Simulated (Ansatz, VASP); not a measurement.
## Two plane-wave programs on InBiSe2

```
CELL_PARAMETERS angstrom
5.75405 0.00000 0.00000
0.00000 5.75405 0.00000
0.00000 0.00000 3.16541
ATOMIC_POSITIONS crystal
In 0.00000 0.00000 0.00000
Bi 0.50000 0.50000 0.50000
Se 0.50000 0.00000 0.00000
Se 0.00000 0.50000 0.00000
```

Alike in both runs: functional PBE; k mesh 4 × 4 × 6; occupations gaussian, width 0.1 eV; no spin polarisation.

Ansatz relaxed the structure, and its values are those at the end. VASP's run is a single point on that final structure, the one shown.

|  | VASP | Ansatz |
| --- | --- | --- |
| version | VASP 6.6.1 | Ansatz 0.2.0 |
| potentials or method | VASP PAW PBE potentials, release 64 (In_d, Bi_d, Se), cutoff 520 eV | scalar-relativistic, plane waves, PAW |
| valence electrons in the cell | 40 | 60 |

```csv
,VASP,Ansatz,Ansatz less VASP
gap on the k mesh at the Fermi level (eV),none,none,-
pressure (GPa),0.1,0.1,+0.01
```

A gap of «none» marks a metal or a gap that the smearing closes. With one functional, cell and mesh, what is left measures potentials, basis and numerics. VASP's potentials hold 40 valence electrons a cell and Ansatz's 60, so a difference there can come from the potentials and not from the codes.

Neither program's run includes spin-orbit coupling.
